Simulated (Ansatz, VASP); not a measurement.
**One calculation of Ge, two programs**

```
Ge
1.0
    -2.49590    2.65086    1.43695
     2.49590   -2.65086    1.43695
     2.49590    2.65086   -1.43695
Ge
2
Direct
  0.18594 0.93594 0.25000
  0.81406 0.06406 0.75000
```

Alike in both runs: task single point; functional PBEsol; k mesh 11 × 11 × 11; no spin polarisation.

```csv
,VASP,Ansatz
version,VASP 6.6.1,Ansatz 0.2.0
potentials or method,"VASP PAW PBE potentials, release 64 (Ge_d)","plane waves, PAW"
plane-wave cutoff (eV),520,420
occupations,"methfessel-paxton of order 1, width 0.15 eV","cold, width 0.15 eV"
valence electrons in the cell,28,28
```

VASP gave:

| Property | Result |
| --- | --- |
| gap on the k mesh at the Fermi level (eV) | none |
| pressure (GPa) | -2.6 |
| traceless stress, the component that is largest in VASP (GPa) | 1.27 |
| rms of the force components (eV/Å) | 0.037 |

What did Ansatz give for the same quantities?

gap on the k mesh at the Fermi level (eV): none; pressure (GPa): -2.5; traceless stress, the component that is largest in VASP (GPa): 1.19; rms of the force components (eV/Å): 0.034.

VASP's potentials were made for PBE, not for PBEsol. Atom by atom the forces differ by 0.003 eV/Å (rms over components). A gap of «none» marks a metal or a gap that the smearing closes.
